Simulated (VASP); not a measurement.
# TiAl (P1) in VASP: notebook

TiAl is run at these levels: PBEsol; tasks: single point.

Everything below comes from runs of VASP 6.6.1. Logs are shortened: lines on timing, memory, paths and dates and some standing lists are left out, and cuts for length are marked.

## 1. The cell of the first run

The typed cell holds 2 atoms: a = 2.867 Å, b = 2.867 Å, c = 4.678 Å, α = 90.00°, β = 90.00°, γ = 120.00°.

## 2. Single point, PBEsol (atom 1 (Ti) moved by (+0.600, -0.600) A along [1 1 0] and z)

Contents of INCAR:

```
  ALGO = Fast
  EDIFF = 1E-6
  ENCUT = 520
  GGA = PS
  ISIF = 2
  ISMEAR = 0
  LASPH = T
  LCHARG = T
  LELF = T
  LREAL = F
  LVHAR = T
  LWAVE = F
  NBANDS = 14
  NELM = 60
  PREC = Accurate
  SIGMA = 0.15
```

Contents of KPOINTS:

```
k-points
0
Gamma
  18 18 10
```

Contents of POSCAR:

```
TiAl
1.0
    2.8672622327      0.0000000000      0.0000000000
   -1.4336311163      2.4831219328      0.0000000000
    0.0000000000      0.0000000000      4.6780830000
Ti Al
1 1
Direct
    0.2333979206      0.1708591363     -0.1282576645
    0.3333333333      0.6666666667      0.5000000000
```

Potentials or basis: VASP PAW PBE potentials, release 64 (Ti_sv, Al).

The run is started by

```
> cat potpaw_PBE.64/Ti_sv/POTCAR potpaw_PBE.64/Al/POTCAR > POTCAR
> mpirun -np 1 vasp_std > vasp.out
```

OUTCAR:

```text
EDIFF = 1E-6
   ENCUT = 520
   GGA = PS
   ISIF = 2
   ISMEAR = 0
   LASPH = T
   LREAL = F
   NELM = 60
   PREC = Accurate

 ion  position               nearest neighbor table
   1  0.233  0.171  0.872-   2 2.17   2 2.37   2 2.84
   2  0.333  0.667  0.500-   1 2.17   1 2.37   1 2.84

  LATTYP: Found a hexagonal cell.
 ALAT       =     2.8672622327
 C/A-ratio  =     1.6315504549

  Lattice vectors:

 A1 = (   2.8672622327,   0.0000000000,   0.0000000000)
 A2 = (  -1.4336311163,   2.4831219328,   0.0000000000)
 A3 = (   0.0000000000,   0.0000000000,   4.6780830000)

Analysis of symmetry for initial positions (statically):
=====================================================================
 Subroutine PRICEL returns:
 Original cell was already a primitive cell.

 Routine SETGRP: Setting up the symmetry group for a
 hexagonal supercell.

 Subroutine GETGRP returns: Found  1 space group operations
 (whereof  1 operations were pure point group operations)
 out of a pool of 24 trial point group operations.

The static configuration has the point symmetry C_1 .

Analysis of symmetry for dynamics (positions and initial velocities):
=====================================================================
 Subroutine PRICEL returns:
 Original cell was already a primitive cell.

 Routine SETGRP: Setting up the symmetry group for a
 hexagonal supercell.

 Subroutine GETGRP returns: Found  1 space group operations
 (whereof  1 operations were pure point group operations)
 out of a pool of 24 trial point group operations.

The dynamic configuration has the point symmetry C_1 .

 Subroutine INISYM returns: Found  1 space group operations
 (whereof  1 operations are pure point group operations),
 and found     1 'primitive' translations

----------------------------------------------------------------------------------------

                                     Primitive cell

  volume of cell :      33.3068

  direct lattice vectors                    reciprocal lattice vectors
     2.867262233  0.000000000  0.000000000     0.348764751  0.201359423  0.000000000
    -1.433631116  2.483121933  0.000000000     0.000000000  0.402718846  0.000000000
     0.000000000  0.000000000  4.678083000     0.000000000  0.000000000  0.213762774

  length of vectors
     2.867262233  2.867262233  4.678083000     0.402718846  0.402718846  0.213762774

  position of ions in fractional coordinates (direct lattice)
     0.233397921  0.170859136  0.871742336
     0.333333333  0.666666667  0.500000000

  ion indices of the primitive-cell ions
   primitive index   ion index
                 1           1
                 2           2

----------------------------------------------------------------------------------------

 KPOINTS: k-points

Automatic generation of k-mesh.
 Grid dimensions read from file:
 generate k-points for:   18   18   10

 Generating k-lattice:

  Cartesian coordinates                     Fractional coordinates (reciprocal lattice)
     0.019375820  0.011186635  0.000000000     0.055555556  0.000000000  0.000000000
     0.000000000  0.022373269  0.000000000     0.000000000  0.055555556  0.000000000
     0.000000000  0.000000000  0.021376277     0.000000000  0.000000000  0.100000000

  Length of vectors
     0.022373269  0.022373269  0.021376277

  Shift w.r.t. Gamma in fractional coordinates (k-lattice)
     0.000000000  0.000000000  0.000000000

 Subroutine IBZKPT returns following result:
 ===========================================

 Found   1624 irreducible k-points:

 Following reciprocal coordinates:
            Coordinates               Weight
  0.000000  0.000000  0.000000      1.000000
  0.055556 -0.000000  0.000000      2.000000
  0.000000  0.055556  0.000000      2.000000
 -0.055556  0.055556  0.000000      2.000000
  0.111111 -0.000000  0.000000      2.000000
  0.000000  0.111111  0.000000      2.000000
[... 16 lines left out ...]
  0.444444 -0.000000  0.000000      2.000000
  0.000000  0.444444  0.000000      2.000000
 [... further k-points ...]
   k-points           NKPTS =   1624   k-points in BZ     NKDIM =   1624   number of bands    NBANDS=     14
   number of dos      NEDOS =    301   number of ions     NIONS =      2
   total plane-waves  NPLWV =  20736
   dimension x,y,z NGX =    24 NGY =   24 NGZ =   36
   dimension x,y,z NGXF=    48 NGYF=   48 NGZF=   72
   ions per type =               1   1
   NGX,Y,Z   is equivalent  to a cutoff of  13.92, 13.92, 12.79 a.u.
   NGXF,Y,Z  is equivalent  to a cutoff of  27.83, 27.83, 25.59 a.u.
 SYSTEM =  unknown system
   PREC   = accura    normal or accurate (medium, high low for compatibility)
   ISTART =      0    job   : 0-new  1-cont  2-samecut
   ICHARG =      2    charge: 1-file 2-atom 10-const
   ISPIN  =      1    spin polarized calculation?
   LNONCOLLINEAR =      F non collinear calculations
   LSORBIT =      F    spin-orbit coupling
   LASPH  =      T    aspherical Exc in radial PAW
   ENCUT  =  520.0 eV  38.22 Ry    6.18 a.u.   5.33  5.33  8.70*2*pi/ulx,y,z
   NELM   =     60;   NELMIN=  2; NELMDL= -5     # of ELM steps
   EDIFF  = 0.1E-05   stopping-criterion for ELM
   LREAL  =      F    real-space projection
   EDIFFG = 0.1E-04   stopping-criterion for IOM
   NSW    =      0    number of steps for IOM
   IBRION =     -1    ionic relax: 0-MD 1-quasi-New 2-CG
   NFREE  =      0    steps in history (QN), initial steepest desc. (CG)
   ISIF   =      2    stress and relaxation
   ISYM   =      2    0-nonsym 1-usesym 2-fastsym
   POTIM  = 0.5000    time-step for ionic-motion
   TEBEG  =    0.0;   TEEND  =   0.0 temperature during run
   PSTRESS=    0.0 pullay stress
   NELECT =      15.0000    total number of electrons
   NUPDOWN=      -1.0000    fix difference up-down
   EMIN   =  10.00;   EMAX   =-10.00  energy-range for DOS
   EFERMI =   0.00;   METHOD = LEGACY
   ISMEAR =     0;   SIGMA  =   0.15  broadening in eV -4-tet -1-fermi 0-gaus
   EFERMI_NEDOS =   21; number of points for ismear=-14 and -15
   IALGO  =     68    algorithm
   IMIX   =      4    mixing-type and parameters
     AMIX     =   0.40;   BMIX     =  1.00
     AMIX_MAG =   1.60;   BMIX_MAG =  1.00
  volume/ion in A,a.u.               =      16.65       112.38
  Fermi-wavevector in a.u.,A,eV,Ry     =   1.254857  2.371335 21.424622  1.574665
  Thomas-Fermi vector in A             =   2.388641
   LORBIT       =      0    0 simple, 1 ext, 2 COOP (PROOUT), +10 PAW based schemes
   GGA     = PS    functional components
   LHFCALC =     F    Hartree Fock is set to
   AEXX    =    0.0000 exact exchange contribution
   IVDW    =     0    specifies the selected vdW correction
   LEPSILON=     F    determine dielectric tensor
   LRPA    =     F    only Hartree local field effects (RPA)
 non-spin polarized calculation
 RMM-DIIS sequential band-by-band and
 Gauss-broadening in eV      SIGMA  =   0.15
  energy-cutoff  :      520.00
  volume of cell :       33.31
 maximum number of plane-waves:       917
 NGX is ok and might be reduce to    24
   NGX = 11   NGY = 11   NGZ = 17

 number of electron      15.0000001 magnetization

 Free energy of the ion-electron system (eV)
  ---------------------------------------------------
  ext. energy  EPLUGINS =         0.00000000
  ---------------------------------------------------
  free energy    TOTEN  =       -11.08685352 eV

  energy without entropy =      -11.05250970  energy(sigma->0) =      -11.06968161

 E-fermi :   7.6603     XC(G=0): -10.8788

 val. band max:        7.6595856634   @ k =   0.0556   0.3889  -0.4000
 cond. band min:       7.6605589785   @ k =  -0.3333  -0.1667   0.2000
 fundamental gap:      0.0009733151
 Fermi energy:         7.6602960141

 k-point     1 :       0.0000    0.0000    0.0000
  band No.  band energies     occupation
      1     -48.4111      2.00000
      2     -24.9137      2.00000
      3     -24.4494      2.00000
      4     -24.4382      2.00000
      5      -1.1175      2.00000
      6       4.9220      2.00000
      7       6.7326      2.00000
      8       8.7277      0.00000
      9       8.8786      0.00000
     10       9.9448      0.00000
     11      10.4441      0.00000
     12      11.4827      0.00000
     13      19.8144      0.00000
     14      21.0179      0.00000

 k-point     2 :       0.0556   -0.0000    0.0000
  band No.  band energies     occupation
      1     -48.4081      2.00000
      2     -24.9107      2.00000
      3     -24.4682      2.00000
      4     -24.4425      2.00000
      5      -1.0417      2.00000
      6       4.9975      2.00000
      7       6.7351      2.00000
      8       8.6421      0.00000
      9       8.9410      0.00000
     10       9.9225      0.00000
     11      10.4552      0.00000
     12      11.5135      0.00000
     13      19.2547      0.00000
     14      20.1011      0.00000

 k-point     3 :       0.0000    0.0556    0.0000
  band No.  band energies     occupation
      1     -48.4081      2.00000
      2     -24.9107      2.00000
      3     -24.4621      2.00000
      4     -24.4491      2.00000
      5      -1.0407      2.00000
      6       5.0022      2.00000
      7       6.7219      2.00000
      8       8.7236      0.00000
      9       8.8616      0.00000
     10       9.9639      0.00000
     11      10.4292      0.00000
     12      11.5053      0.00000
     13      19.2232      0.00000
     14      19.9894      0.00000
[... 324 lines left out ...]
 k-point    23 :       0.4444   -0.0000    0.0000
  band No.  band energies     occupation
      1     -48.3140      2.00000
      2     -25.0383      2.00000
      3     -24.8158      2.00000
      4     -24.5711      2.00000
      5       3.1513      2.00000
      6       4.8895      2.00000
      7       6.4001      2.00000
      8       7.3713      1.99356
      9       9.1978      0.00000
     10      11.5882      0.00000
     11      11.7276      0.00000
     12      11.9880      0.00000
     13      12.8884      0.00000
     14      16.1254      0.00000

 k-point    24 :       0.0000    0.4444    0.0000
  band No.  band energies     occupation
      1     -48.3125      2.00000
      2     -25.0551      2.00000
      3     -24.8029      2.00000
      4     -24.5843      2.00000
      5       3.2057      2.00000
      6       4.9743      2.00000
      7       6.4581      2.00000
      8       7.0187      2.00000
      9       9.5832      0.00000
     10      11.5151      0.00000
     11      11.6970      0.00000
     12      12.2822      0.00000
     13      12.9029      0.00000
     14      16.1155      0.00000

 [... further k-points ...]
[... 5 lines left out ...]
  --------------------------------------------------------------------------------------
  -------------------------------------------------------------------------------------
  Total       -0.2831671      4.0005614      7.2140296     -2.8083753     -2.3768644      0.2415747
  in kB      -13.6213431    192.4412350    347.0204900   -135.0928455   -114.3356360     11.6206049
  external PRESSURE =     175.2801273 kB  Pullay stress =       0.0000000 kB

 VOLUME and BASIS-vectors are now :
 -----------------------------------------------------------------------------
  energy-cutoff  :      520.00
  volume of cell :       33.31
      direct lattice vectors                 reciprocal lattice vectors
     2.867262233  0.000000000  0.000000000     0.348764751  0.201359423  0.000000000
    -1.433631116  2.483121933  0.000000000     0.000000000  0.402718846  0.000000000
     0.000000000  0.000000000  4.678083000     0.000000000  0.000000000  0.213762774

 POSITION                                       TOTAL-FORCE (eV/Angst)
 -----------------------------------------------------------------------------------
      0.42426      0.42426      4.07808         0.185185     -1.640150      6.144758
     -0.00000      1.65541      2.33904        -0.185185      1.640150     -6.144758
 -----------------------------------------------------------------------------------
    total drift:                                0.000045     -0.000708      0.004536

  FREE ENERGIE OF THE ION-ELECTRON SYSTEM (eV)
  ---------------------------------------------------
  free  energy   TOTEN  =       -11.0868535241 eV

  energy  without entropy=      -11.0525097019  energy(sigma->0) =      -11.06968161
```

Wall time 40 min (1 thread of Oxide Virtual Turin-like, shared host); peak memory 0.79 GiB.

Results:

| Quantity | Value |
| --- | --- |
| Free energy | -11.0869 eV |
| Pressure | 17.5 GPa |
| Largest force | 6.363 eV/Å |
| Band gap on the k mesh | zero (an odd number of electrons rules out a gap without spin polarisation) |

Forces on the atoms (eV/Å):
```
Ti   0.185 -1.640  6.145
Al  -0.185  1.640 -6.145
```

Stress tensor (GPa, compression positive):
```
 -1.36 -13.51   1.16
-13.51  19.24 -11.43
  1.16 -11.43  34.70
```

Levels at points of the mesh, in eV from the Fermi level:
```tsv
k point	band 6	band 7	band 8	band 9	band 10	band 11
(0.00, 0.00, 0.00)	-2.74	-0.93	1.07	1.22	2.28	2.78
(0.50, 0.00, 0.00)	-3.48	-1.24	-0.42	1.52	4.05	4.11
(0.00, 0.50, 0.00)	-3.35	-1.16	-0.82	1.91	4.02	4.18
(0.50, 0.50, 0.00)	-3.37	-1.17	-0.79	1.89	4.01	4.19
(0.00, 0.00, 0.50)	-4.92	-0.41	1.08	1.23	2.26	2.74
(0.50, 0.00, 0.50)	-2.92	-1.34	1.05	1.21	1.43	2.92
(0.00, 0.50, 0.50)	-2.90	-1.33	0.68	1.33	1.72	3.02
(0.50, 0.50, 0.50)	-2.89	-1.36	0.73	1.30	1.72	3.03
```

Caveat: the cell differs from its parent crystal (atom 1 (Ti) moved by (+0.600, -0.600) A along [1 1 0] and z); the cell stands under pressure; the PAW data sets were made with another functional, which shifts forces and pressure a little.

## 3. Single point, PBEsol (atom 1 (Ti) moved by (-0.600, -0.300) A along [1 1 0] and z)

Contents of INCAR:

```
SYSTEM = TiAl
ALGO = Fast
EDIFF = 1E-7
ENCUT = 520
GGA = PS
ISIF = 2
ISMEAR = 0
LASPH = .True.
LCHARG = .True.
LELF = .True.
LREAL = .False.
LVHAR = .True.
LWAVE = .False.
NBANDS = 14
NELM = 80
PREC = Accurate
SIGMA = 0.15
```

Contents of KPOINTS:

```
k-points
0
Gamma
  18 18 10
  0 0 0
```

Edit POSCAR of step 2 so:

```diff
@@ -8,3 +8,3 @@
 Direct
-    0.2333979206      0.1708591363     -0.1282576645
+   -0.2333979206     -0.1708591363     -0.0641288323
     0.3333333333      0.6666666667      0.5000000000
```

Potentials or basis: VASP PAW PBE potentials, release 64 (Ti_sv, Al).

The run is started by

```
> cat potpaw_PBE.64/Ti_sv/POTCAR potpaw_PBE.64/Al/POTCAR > POTCAR
> mpirun -np 1 vasp_std > vasp.out
```

OUTCAR:

```text
SYSTEM = TiAl
   EDIFF = 1E-7
   ENCUT = 520
   GGA = PS
   ISIF = 2
   ISMEAR = 0
   LASPH = .True.
   LREAL = .False.
   NELM = 80
   PREC = Accurate

 ion  position               nearest neighbor table
   1  0.767  0.829  0.936-   2 2.31   2 2.79   2 2.85   2 2.94
   2  0.333  0.667  0.500-   1 2.31   1 2.79   1 2.85   1 2.94

  LATTYP: Found a hexagonal cell.
 ALAT       =     2.8672622327
 C/A-ratio  =     1.6315504549

  Lattice vectors:

 A1 = (   2.8672622327,   0.0000000000,   0.0000000000)
 A2 = (  -1.4336311163,   2.4831219328,   0.0000000000)
[... 586 lines left out ...]
      9       9.6478      0.00000
     10      11.5506      0.00000
     11      11.6299      0.00000
     12      11.8518      0.00000
     13      12.8125      0.00000
     14      16.2002      0.00000

 [... further k-points ...]
[... 5 lines left out ...]
  --------------------------------------------------------------------------------------
  -------------------------------------------------------------------------------------
  Total        1.1890870     -1.4854641      3.7171120      0.9143146      0.8930952      2.0731076
  in kB       57.1993152    -71.4561088    178.8063139     43.9817840     42.9610575     99.7238526
  external PRESSURE =      54.8498401 kB  Pullay stress =       0.0000000 kB

 VOLUME and BASIS-vectors are now :
 -----------------------------------------------------------------------------
  energy-cutoff  :      520.00
  volume of cell :       33.31
      direct lattice vectors                 reciprocal lattice vectors
     2.867262233  0.000000000  0.000000000     0.348764751  0.201359423  0.000000000
    -1.433631116  2.483121933  0.000000000     0.000000000  0.402718846  0.000000000
     0.000000000  0.000000000  4.678083000     0.000000000  0.000000000  0.213762774

 POSITION                                       TOTAL-FORCE (eV/Angst)
 -----------------------------------------------------------------------------------
      1.00937      2.05886      4.37808         1.808206      0.797372      3.059590
     -0.00000      1.65541      2.33904        -1.808206     -0.797372     -3.059590
 -----------------------------------------------------------------------------------
    total drift:                                0.000300      0.000211      0.001224

  FREE ENERGIE OF THE ION-ELECTRON SYSTEM (eV)
  ---------------------------------------------------
  free  energy   TOTEN  =       -12.0782656914 eV

  energy  without entropy=      -12.0502440986  energy(sigma->0) =      -12.06425489
```

OSZICAR:

```text
N       E                     dE             d eps       ncg     rms          rms(c)
DAV:   1     0.101348834043E+03    0.10135E+03   -0.67605E+03 45508   0.110E+03
DAV:   2    -0.365615989692E+01   -0.10500E+03   -0.10033E+03 46570   0.300E+02
DAV:   3    -0.132733812992E+02   -0.96172E+01   -0.93775E+01 84232   0.726E+01
[... 26 lines left out ...]
RMM:  30    -0.120782651706E+02   -0.29614E-06   -0.29730E-06 54505   0.746E-03    0.899E-04
RMM:  31    -0.120782653624E+02   -0.19181E-06   -0.19161E-06 58150   0.691E-03    0.429E-04
RMM:  32    -0.120782655171E+02   -0.15474E-06   -0.15736E-06 53551   0.574E-03    0.453E-04
RMM:  33    -0.120782656128E+02   -0.95668E-07   -0.10211E-06 52619   0.498E-03    0.497E-04
RMM:  34    -0.120782656914E+02   -0.78638E-07   -0.84027E-07 47831   0.428E-03
   1 F= -.12078266E+02 E0= -.12064255E+02  d E =-.280216E-01
```

It took 49 min on 1 thread of Oxide Virtual Turin-like, shared host; peak memory 0.8 GiB.

What came out:

- Free energy: -12.0783 eV
- Pressure: 5.5 GPa
- Largest force: 3.642 eV/Å
- Band gap on the k mesh: zero (an odd number of electrons rules out a gap without spin polarisation)

Forces in eV/Å, atoms in the order of the input:
```
Ti   1.808  0.797  3.060
Al  -1.808 -0.797 -3.060
```

Caveat: the cell differs from its parent crystal (atom 1 (Ti) moved by (-0.600, -0.300) A along [1 1 0] and z); the cell stands under pressure; the PAW data sets were made with another functional, which shifts forces and pressure a little.
